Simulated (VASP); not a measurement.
CaSiH6: relaxation of cell and atoms with r2SCAN+rVV10

Crystal: CaSiH6.

```
Ca Si H
1.0
     3.11480    1.79833    1.94566
    -3.11480    1.79833    1.94566
     0.00000   -3.59666    1.94566
Ca Si H
1 1 6
Direct
  0.00000 0.00000 0.00000
  0.50000 0.50000 0.50000
  0.56645 0.27144 0.16923
  0.27144 0.16923 0.56645
  0.83077 0.43355 0.72856
  0.72856 0.83077 0.43355
  0.43355 0.72856 0.83077
  0.16923 0.56645 0.27144
```

```
Program                : VASP 6.6.1
Task                   : relaxation of cell and atoms
Functional             : r2SCAN
Dispersion             : rVV10
Potentials or basis    : VASP PAW PBE potentials, release 64 (Ca_sv, Si, H)
Cutoff                 : 600 eV
k mesh                 : 6 × 6 × 6
Occupations            : fermi-dirac, width 0.03 eV
Spin                   : no spin polarisation
Dipole correction      : no
Further INCAR settings : ALGO = Normal; EDIFF = 1e-07; IBRION = 2; EDIFFG = -0.01; NSW = 100; ISIF = 3
```

```json
{
  "Relaxed volume": "8.44 Å³/atom",
  "Relaxed cell": "a = 4.133 Å, b = 4.133 Å, c = 4.133 Å, α = 99.27°, β = 99.27°, γ = 99.27°",
  "Space group after relaxing (to 0.1 Å)": "R-3 (No. 148)",
  "Energy gained by relaxing": "4.1 meV/atom",
  "Ionic steps": "16",
  "Pressure after relaxing": "0.0 GPa",
  "Largest force after relaxing": "0.004 eV/Å",
  "Band gap on the k mesh": "2.24 eV (least direct gap 3.50 eV)"
}
```

Forces in eV/Å, atoms in the order of the input:
```
Ca   0.000  0.000  0.000
Si   0.000  0.000  0.000
H    0.000 -0.001 -0.004
H   -0.001  0.000 -0.004
H   -0.001 -0.001  0.004
H    0.001  0.000  0.004
H    0.000  0.001  0.004
H    0.001  0.001 -0.004
```

The path:
```csv
step,energy change (eV),largest force (eV/Å),pressure (GPa),volume (Å³)
1,0.0000,0.2808,-0.14,65.39
2,-0.0155,0.1012,0.85,65.32
3,-0.0174,0.0362,1.36,65.29
4,-0.0225,0.0363,0.72,65.99
5,-0.0248,0.0370,-0.07,66.92
6,-0.0256,0.0316,-0.07,66.98
7,-0.0261,0.0350,-0.08,67.09
8,-0.0269,0.0324,-0.05,67.08
9,-0.0289,0.0251,0.03,67.05
10,-0.0314,0.0124,0.16,67.00
11,-0.0317,0.0294,0.32,66.88
12,-0.0323,0.0146,0.27,66.92
13,-0.0329,0.0248,-0.27,67.66
14,-0.0329,0.0221,-0.14,67.48
15,-0.0317,0.0769,0.39,67.57
16,-0.0331,0.0043,-0.01,67.50
```

Final structure:
```
Ca Si H
1.0
     3.14919    1.81819    1.96475
    -3.14919    1.81819    1.96475
     0.00000   -3.63637    1.96475
Ca Si H
1 1 6
Cartesian
  0.0000 0.0000 0.0000
  0.0000 0.0000 2.9471
  0.9773 0.8131 2.0000
  0.2155 -1.2529 2.0000
  1.1928 -0.4398 3.8943
  -0.2155 1.2529 3.8943
  -0.9773 -0.8131 3.8943
  -1.1928 0.4398 2.0000
```

Levels at points of the mesh, in eV from the valence-band top:
| k point | band 7 | band 8 | band 9 | band 10 | band 11 | band 12 | band 13 | band 14 |
| --- | --- | --- | --- | --- | --- | --- | --- | --- |
| (0.00, 0.00, 0.00) | -3.14 | -3.14 | -1.46 | -1.46 | 2.24 | 4.91 | 4.91 | 5.88 |
| (0.50, 0.00, 0.00) | -3.74 | -3.33 | -0.54 | -0.04 | 4.38 | 4.85 | 5.00 | 5.45 |
| (0.50, 0.50, 0.00) | -4.85 | -2.74 | -2.69 | -0.47 | 3.68 | 5.32 | 6.29 | 6.37 |
| (0.50, 0.50, 0.50) | -4.57 | -4.57 | -2.51 | -2.51 | 5.14 | 6.14 | 6.23 | 6.23 |

Wall time 85 min on 1 thread of Oxide Virtual Turin-like Processor (shared host), peak memory 0.41 GiB.

Caveat: the PAW data sets were made with another functional, which shifts forces and pressure a little. A k mesh can miss the band edges.
